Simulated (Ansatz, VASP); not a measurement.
**One calculation of Si3Sn, two programs**

INCAR

```
PREC = Accurate ; ENCUT = 520
EDIFF = 1E-7 ; ISMEAR = 0
SIGMA = 0.01 ; LREAL = False
LASPH = True ; NELM = 100
ALGO = Normal ; ISIF = 2
LWAVE = False ; LCHARG = True
GGA = PE ; LELF = True
LVHAR = True ; NBANDS = 21
```

KPOINTS

```
regular mesh
0
Gamma
  6 6 6
```

File POSCAR:

```
Si3Sn
1.0
    2.0239181904      1.1685097120      6.6336726333
   -2.0239181904      1.1685097120      6.6336726333
    0.0000000000     -2.3370194240      6.6336726333
Si Sn
3 1
Direct
    1.0061337070      0.0061337070      0.0061337070
    0.4931881577      0.4931881577      0.4931881577
    0.3753444185      0.3753444185      0.3753444185
    0.8753337168      0.8753337168      0.8753337168
```

Input for Ansatz:

```yaml
crystal:
  lattice:
    - [2.0239181904, 1.168509712, 6.6336726333]
    - [-2.0239181904, 1.168509712, 6.6336726333]
    - [0.0, -2.337019424, 6.6336726333]
  atoms:
    - { symbol: Si, position: [1.006133707, 0.006133707, 0.006133707] }
    - { symbol: Si, position: [0.4931881577, 0.4931881577, 0.4931881577] }
    - { symbol: Si, position: [0.3753444185, 0.3753444185, 0.3753444185] }
    - { symbol: Sn, position: [0.8753337168, 0.8753337168, 0.8753337168] }
kpoints:
  mp_grid: { grid: [6, 6, 6] }
hamiltonian:
  xc: pbe
scf:
  occupations: { method: fixed }
output:
  optics:
    e_range: [0, 12]
    de: 0.05
    sigma: 0.1
    bands: { spectra_wanted_up_to: 12 }
    scissors: 0.623
```

Alike in both runs: task single point; functional PBE; k mesh 6 × 6 × 6; no spin polarisation.

```csv
,VASP,Ansatz
version,VASP 6.6.1,Ansatz 0.2.0
potentials or method,"VASP PAW PBE potentials, release 64 (Si, Sn_d)","plane waves, PAW"
plane-wave cutoff (eV),520,420
occupations,"gaussian, width 0.01 eV",fixed
valence electrons in the cell,26,26
```

|  | VASP | Ansatz | Ansatz less VASP |
| --- | --- | --- | --- |
| gap on the k mesh at the Fermi level (eV) | 0.20 | 0.20 | +0.001 |
